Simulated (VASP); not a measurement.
# MgI2 (R3m) in VASP: further runs, part 2 of 2

VASP 6.6.1. Earlier steps stand in the parts before.

### Step 3. Single point, PBE

Input file INCAR:

```
PREC = Accurate
ENCUT = 520
EDIFF = 1E-6
ISMEAR = 0
SIGMA = 0.02
LREAL = False
LASPH = True
NELM = 60
ALGO = Normal
ISIF = 2
LWAVE = False
LCHARG = False
GGA = PE
NBANDS = 15
```

Input file KPOINTS:

```
Automatic mesh
0
Gamma
  12 12 12
```

Input file POSCAR:

```
MgI2
1.0
    2.0512406750      1.1842843559      8.1098289429
   -2.0512406750      1.1842843559      8.1098289429
    0.0000000000     -2.3685687118      8.1098289429
Mg I
1 2
Direct
   -0.0000108561     -0.0000108561     -0.0000108561
    0.7426163309      0.7426163309      0.7426163309
    0.5906945252      0.5906945252      0.5906945252
```

Potentials or basis: VASP PAW PBE potentials, release 64 (Mg, I).

Started as:

```console
> cat potpaw_PBE.64/Mg/POTCAR potpaw_PBE.64/I/POTCAR > POTCAR
> mpirun -np 1 vasp_std > vasp.out
```

OUTCAR:

```text
PREC = Accurate
   ENCUT = 520
   EDIFF = 1E-6
   ISMEAR = 0
   LREAL = False
   LASPH = True
   NELM = 60
   ISIF = 2
   GGA = PE

 ion  position               nearest neighbor table
   1  1.000  1.000  1.000-   2 3.00   2 3.00   2 3.00   3 3.00   3 3.00   3 3.00
   2  0.743  0.743  0.743-   1 3.00   1 3.00   1 3.00
   3  0.591  0.591  0.591-   1 3.00   1 3.00   1 3.00

  LATTYP: Found a trigonal (rhomboedric) cell.
 ALAT       =     8.4486355837
 COS(alpha) =     0.8821064408

  Lattice vectors:

 A1 = (   2.0512406750,   1.1842843559,   8.1098289429)
 A2 = (  -2.0512406750,   1.1842843559,   8.1098289429)
 A3 = (   0.0000000000,  -2.3685687118,   8.1098289429)

Analysis of symmetry for initial positions (statically):
=====================================================================
 Subroutine PRICEL returns:
 Original cell was already a primitive cell.

 Routine SETGRP: Setting up the symmetry group for a
 trigonal (rhombohedral) supercell.

 Subroutine GETGRP returns: Found  6 space group operations
 (whereof  6 operations were pure point group operations)
 out of a pool of 12 trial point group operations.

The static configuration has the point symmetry C_3v.

Analysis of symmetry for dynamics (positions and initial velocities):
=====================================================================
 Subroutine PRICEL returns:
 Original cell was already a primitive cell.

 Routine SETGRP: Setting up the symmetry group for a
 trigonal (rhombohedral) supercell.

 Subroutine GETGRP returns: Found  6 space group operations
 (whereof  6 operations were pure point group operations)
 out of a pool of 12 trial point group operations.

The dynamic configuration has the point symmetry C_3v.

 Subroutine INISYM returns: Found  6 space group operations
 (whereof  6 operations are pure point group operations),
 and found     1 'primitive' translations

----------------------------------------------------------------------------------------

                                     Primitive cell

  volume of cell :     118.2049

  direct lattice vectors                    reciprocal lattice vectors
     2.051240675  1.184284356  8.109828943     0.243754917  0.140731967  0.041102388
    -2.051240675  1.184284356  8.109828943    -0.243754917  0.140731967  0.041102388
     0.000000000 -2.368568712  8.109828943     0.000000000 -0.281463934  0.041102388

  length of vectors
     8.448635584  8.448635584  8.448635584     0.284449208  0.284449208  0.284449208

  position of ions in fractional coordinates (direct lattice)
     0.999989144  0.999989144  0.999989144
     0.742616331  0.742616331  0.742616331
     0.590694525  0.590694525  0.590694525

  ion indices of the primitive-cell ions
   primitive index   ion index
                 1           1
                 2           2
                 3           3

----------------------------------------------------------------------------------------

 KPOINTS: Automatic mesh

Automatic generation of k-mesh.
 Grid dimensions read from file:
 generate k-points for:   12   12   12

 Generating k-lattice:

  Cartesian coordinates                     Fractional coordinates (reciprocal lattice)
     0.020312910  0.011727664  0.003425199     0.083333333 -0.000000000  0.000000000
    -0.020312910  0.011727664  0.003425199    -0.000000000  0.083333333  0.000000000
     0.000000000 -0.023455328  0.003425199     0.000000000  0.000000000  0.083333333

  Length of vectors
     0.023704101  0.023704101  0.023704101

  Shift w.r.t. Gamma in fractional coordinates (k-lattice)
     0.000000000  0.000000000  0.000000000

 Subroutine IBZKPT returns following result:
 ===========================================

 Found    189 irreducible k-points:

 Following reciprocal coordinates:
            Coordinates               Weight
  0.000000  0.000000  0.000000      1.000000
  0.083333 -0.000000  0.000000      6.000000
  0.166667  0.000000 -0.000000      6.000000
  0.250000  0.000000 -0.000000      6.000000
  0.333333 -0.000000  0.000000      6.000000
  0.416667  0.000000  0.000000      6.000000
[... 16 lines left out ...]
  0.500000  0.166667 -0.000000     12.000000
 -0.416667  0.166667 -0.000000     12.000000
 [... further k-points ...]
   k-points           NKPTS =    189   k-points in BZ     NKDIM =    189   number of bands    NBANDS=     15
   number of dos      NEDOS =    301   number of ions     NIONS =      3
   total plane-waves  NPLWV = 262144
   dimension x,y,z NGX =    64 NGY =   64 NGZ =   64
   dimension x,y,z NGXF=   128 NGYF=  128 NGZF=  128
   ions per type =               1   2
   NGX,Y,Z   is equivalent  to a cutoff of  12.59, 12.59, 12.59 a.u.
   NGXF,Y,Z  is equivalent  to a cutoff of  25.19, 25.19, 25.19 a.u.
 SYSTEM =  unknown system
   PREC   = accura    normal or accurate (medium, high low for compatibility)
   ISTART =      0    job   : 0-new  1-cont  2-samecut
   ICHARG =      2    charge: 1-file 2-atom 10-const
   ISPIN  =      1    spin polarized calculation?
   LNONCOLLINEAR =      F non collinear calculations
   LSORBIT =      F    spin-orbit coupling
   LASPH  =      T    aspherical Exc in radial PAW
   ENCUT  =  520.0 eV  38.22 Ry    6.18 a.u.  15.71 15.71 15.71*2*pi/ulx,y,z
   NELM   =     60;   NELMIN=  2; NELMDL= -5     # of ELM steps
   EDIFF  = 0.1E-05   stopping-criterion for ELM
   LREAL  =      F    real-space projection
[... 7 lines left out ...]
   TEBEG  =    0.0;   TEEND  =   0.0 temperature during run
   PSTRESS=    0.0 pullay stress
   NELECT =      16.0000    total number of electrons
   NUPDOWN=      -1.0000    fix difference up-down
   EMIN   =  10.00;   EMAX   =-10.00  energy-range for DOS
   EFERMI =   0.00;   METHOD = LEGACY
   ISMEAR =     0;   SIGMA  =   0.02  broadening in eV -4-tet -1-fermi 0-gaus
   EFERMI_NEDOS =   21; number of points for ismear=-14 and -15
   IALGO  =     38    algorithm
   IMIX   =      4    mixing-type and parameters
     AMIX     =   0.40;   BMIX     =  1.00
     AMIX_MAG =   1.60;   BMIX_MAG =  1.00
  volume/ion in A,a.u.               =      39.40       265.90
  Fermi-wavevector in a.u.,A,eV,Ry     =   0.840562  1.588431  9.613116  0.706544
  Thomas-Fermi vector in A             =   1.954964
   LORBIT       =      0    0 simple, 1 ext, 2 COOP (PROOUT), +10 PAW based schemes
   GGA     = PE    functional components
   LHFCALC =     F    Hartree Fock is set to
   AEXX    =    0.0000 exact exchange contribution
   IVDW    =     0    specifies the selected vdW correction
   LEPSILON=     F    determine dielectric tensor
   LRPA    =     F    only Hartree local field effects (RPA)
 non-spin polarized calculation
 Gauss-broadening in eV      SIGMA  =   0.02
  energy-cutoff  :      520.00
  volume of cell :      118.20
 maximum number of plane-waves:      3214
   NGX = 31   NGY = 31   NGZ = 31

 number of electron      16.0000000 magnetization

 Free energy of the ion-electron system (eV)
  ---------------------------------------------------
  ext. energy  EPLUGINS =         0.00000000
  ---------------------------------------------------
  free energy    TOTEN  =        -7.26292713 eV

  energy without entropy =       -7.26292713  energy(sigma->0) =       -7.26292713

 E-fermi :   1.6144     XC(G=0):  -7.5319

 val. band max:        1.4765434057   @ k =   0.5000   0.5000   0.5000
 cond. band min:       4.2555694892   @ k =   0.0000   0.0000   0.0000
 fundamental gap:      2.7790260835
 Fermi energy:         1.6143763689

 k-point     1 :       0.0000    0.0000    0.0000
  band No.  band energies     occupation
      1     -10.6602      2.00000
      2     -10.1684      2.00000
      3      -2.2151      2.00000
      4       0.7163      2.00000
      5       1.0243      2.00000
      6       1.0243      2.00000
      7       1.4546      2.00000
      8       1.4546      2.00000
      9       4.2556      0.00000
     10       6.9064      0.00000
     11       7.4537      0.00000
     12       7.9756      0.00000
     13       7.9756      0.00000
     14       9.5413      0.00000
[... 401 lines left out ...]
      2      -9.6741      2.00000
      3      -2.1179      2.00000
      4      -1.1734      2.00000
      5      -1.0111      2.00000
      6      -0.4536      2.00000
      7       0.1834      2.00000
      8       1.1354      2.00000
      9       4.6128      0.00000
     10       5.8461      0.00000
     11       7.6532      0.00000
     12       8.0149      0.00000
     13       8.8252      0.00000
     14       9.5692      0.00000
     15      10.1355      0.00000

 [... further k-points ...]

------------------------ aborting loop because EDIFF is reached ----------------------------------------

  FORCE on cell =-STRESS in cart. coord.  units (eV):
  Direction    XX          YY          ZZ          XY          YZ          ZX
  --------------------------------------------------------------------------------------
  -------------------------------------------------------------------------------------
  Total       -0.0312281     -0.0312281     -0.0159673      0.0000000      0.0000000      0.0000000
  in kB       -0.4232735     -0.4232735     -0.2164251      0.0000000      0.0000000      0.0000000
  external PRESSURE =      -0.3543240 kB  Pullay stress =       0.0000000 kB

 VOLUME and BASIS-vectors are now :
 -----------------------------------------------------------------------------
  energy-cutoff  :      520.00
  volume of cell :      118.20
      direct lattice vectors                 reciprocal lattice vectors
     2.051240675  1.184284356  8.109828943     0.243754917  0.140731967  0.041102388
    -2.051240675  1.184284356  8.109828943    -0.243754917  0.140731967  0.041102388
     0.000000000 -2.368568712  8.109828943     0.000000000 -0.281463934  0.041102388

 POSITION                                       TOTAL-FORCE (eV/Angst)
 -----------------------------------------------------------------------------------
      0.00000      0.00000     24.32922         0.000000      0.000000     -0.000082
      0.00000      0.00000     18.06747         0.000000      0.000000     -0.008081
      0.00000      0.00000     14.37129         0.000000     -0.000000      0.008163
 -----------------------------------------------------------------------------------
    total drift:                               -0.000000      0.000000      0.000298

  FREE ENERGIE OF THE ION-ELECTRON SYSTEM (eV)
  ---------------------------------------------------
  free  energy   TOTEN  =        -7.2629271309 eV

  energy  without entropy=       -7.2629271309  energy(sigma->0) =       -7.26292713
```

stdout:

```text
POSCAR found type information on POSCAR MgI
 POSCAR found :  2 types and       3 ions
 scaLAPACK will be used
 LDA part: xc-table for (Slater+PW92), standard interpolation
 POSCAR, INCAR and KPOINTS ok, starting setup
 FFT: planning ... GRIDC
 FFT: planning ... GRID_SOFT
 FFT: planning ... GRID
 WAVECAR not read
 entering main loop
```

It took 8.9 min on 1 thread of Intel Xeon Platinum 8488C (Sapphire Rapids), shared host; peak memory 0.77 GiB.

Results:

```yaml
Free_energy: -7.2629 eV
Pressure: 0.0 GPa
Largest_force: 0.008 eV/Å
Band_gap_on_the_k_mesh: 2.78 eV (least direct gap 2.80 eV)
```

Forces in eV/Å, atoms in the order of the input:
```
Mg   0.000  0.000  0.000
I    0.000  0.000 -0.008
I    0.000  0.000  0.008
```

Caveat: spin-orbit coupling is left out, which moves the levels of the heavy elements. A k mesh can miss the band edges.
